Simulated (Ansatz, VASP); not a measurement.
## InSe: VASP beside Ansatz

```
Se In
1.0
     4.22800    0.00000    0.00000
    -2.11400    3.66156    0.00000
     0.00000    0.00000   36.72119
Se In
2 2
Direct
  0.00000 0.00000 0.43143
  0.00000 0.00000 0.56854
  0.66667 0.33333 0.46441
  0.66667 0.33333 0.53556
```

Alike in both runs: task single point; functional PBE; dispersion D3(BJ); k mesh 9 × 9 × 1; occupations gaussian, width 0.02 eV; no spin polarisation.

|  | VASP | Ansatz |
| --- | --- | --- |
| version | VASP 6.6.1 | Ansatz 0.2.0 |
| potentials or method | VASP PAW PBE potentials, release 64 (Se, In_d), cutoff 520 eV | scalar-relativistic, plane waves, PAW |
| valence electrons in the cell | 38 | 58 |

Ansatz gave:

| Property | Result |
| --- | --- |
| gap on the k mesh at the Fermi level (eV) | 0.97 |
| least direct gap on the mesh (eV) | 1.06 |
| rms of the force components (eV/Å) | 0.596 |

Problem. Estimate VASP's values.

Solution. gap on the k mesh at the Fermi level (eV): 0.96; least direct gap on the mesh (eV): 1.05; rms of the force components (eV/Å): 0.591.

VASP's potentials hold 38 valence electrons a cell and Ansatz's 58, so a difference there can come from the potentials and not from the codes.
